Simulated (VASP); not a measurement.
Input of a VASP 6.6.1 run:

The input INCAR:

```
ALGO = Normal ; EDIFF = 1E-6
ENCUT = 520 ; GGA = PS
ISIF = 2 ; ISMEAR = -1
LASPH = True ; LCHARG = False
LREAL = False ; LWAVE = False
NBANDS = 20 ; NELM = 60
PREC = Accurate ; SIGMA = 0.1
```

KPOINTS

```
k-points
0
Gamma
  5 5 5
```

Contents of POSCAR:

```
Mg5Sc
1.0
    5.6812714308      0.0000000000      0.0000000000
   -2.8406362252      4.9201253608      0.0000000000
    0.0000000000      0.0000000000      5.2060400904
Mg Sc
5 1
Direct
    0.0000000000      0.6575430000      0.0000000000
    0.3333333333      0.6666666667      0.5000000000
    0.6575430000      0.0000000000      0.0000000000
    0.6666666667      0.3333333333      0.5000000000
    0.3424570000      0.3424570000      0.0000000000
    0.0000000000      0.0000000000      0.5000000000
```

Potentials or basis: VASP PAW PBE potentials, release 64 (Mg, Sc_sv).

The run is started by

```sh
$ cat potpaw_PBE.64/Mg/POTCAR potpaw_PBE.64/Sc_sv/POTCAR > POTCAR
$ mpirun -np 1 vasp_std > vasp.out
```

Q: Predict the pressure.

A: -2.5 GPa.

Q: What does it give for the largest force?

A: 0.051 eV/Å.

Forces in eV/Å, atoms in the order of the input:
```
Mg  -0.025  0.044  0.000
Mg   0.000  0.000  0.000
Mg   0.051  0.000  0.000
Mg   0.000  0.000  0.000
Mg  -0.025 -0.044  0.000
Sc   0.000  0.000  0.000
```

Caveat: the PAW data sets were made with another functional, which shifts forces and pressure a little.
